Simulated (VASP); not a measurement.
Ge7Cl, 8 atoms in the cell. Symmetry: P6/mmm, No. 191, hexagonal system. The conventional cell has a = 7.887 Å, b = 7.887 Å, c = 5.400 Å, α = 90.00°, β = 90.00°, γ = 120.00°. Ge (site symmetry m2m) has 4 Ge at 2.50 to 2.69 Å within 3.3 Å. Ge (site symmetry 6/mmm) has 6 Ge at 2.69 Å and 2 Cl at 2.70 Å within 3.6 Å. Cl (site symmetry 6/mmm) has 2 Ge at 2.70 Å within 3.6 Å. 

| Item | Value |
| --- | --- |
| Program | VASP 6.6.1 |
| Task | single point |
| Functional | PBE |
| Potentials or basis | VASP PAW PBE potentials, release 64 (Ge_d, Cl) |
| Cutoff | 520 eV |
| k mesh | 3 × 3 × 4 |
| Occupations | gaussian, width 0.1 eV |
| Spin | no spin polarisation |
| Dipole correction | no |
| Further INCAR settings | ALGO = Normal; EDIFF = 1e-07; NBANDS = 62 |

Potentials or basis: VASP PAW PBE potentials, release 64 (Ge_d, Cl).

Launch:

```bash
$ cat potpaw_PBE.64/Ge_d/POTCAR potpaw_PBE.64/Cl/POTCAR > POTCAR
$ mpirun -np 1 vasp_std > vasp.out
```

Hardware: 1 thread of Oxide Virtual Turin-like Processor, with other jobs on the host.

Task: Estimate the wall time of this run.

Result: Wall time 5.3 min on 1 thread of Oxide Virtual Turin-like Processor (shared host), peak memory 0.39 GiB. Counts: scf iterations 16, k points 9.
